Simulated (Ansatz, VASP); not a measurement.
# Si3Ni in VASP and in Ansatz

```
CELL_PARAMETERS angstrom
0.00000 2.95463 2.95463
2.95463 0.00000 2.95463
2.95463 2.95463 0.00000
ATOMIC_POSITIONS crystal
Si 0.25000 0.25000 0.25000
Si 0.75000 0.75000 0.75000
Si 0.50000 0.50000 0.50000
Ni 0.00000 0.00000 0.00000
```

Alike in both runs: task single point; functional r2SCAN; k mesh 12 × 12 × 12; occupations gaussian, width 0.1 eV; no spin polarisation.

|  | VASP | Ansatz |
| --- | --- | --- |
| version | VASP 6.6.1 | Ansatz 0.2.0 |
| potentials or method | VASP PAW PBE potentials, release 64 (Si, Ni), cutoff 520 eV | scalar-relativistic, plane waves, PAW |
| valence electrons in the cell | 22 | 30 |

|  | VASP | Ansatz | Ansatz less VASP |
| --- | --- | --- | --- |
| gap on the k mesh at the Fermi level (eV) | none | none | - |
| pressure (GPa) | -1.0 | -1.1 | -0.12 |

VASP's potentials were made for PBE, not for r2SCAN. A gap of «none» marks a metal or a gap that the smearing closes. VASP's potentials hold 22 valence electrons a cell and Ansatz's 30, so a difference there can come from the potentials and not from the codes.
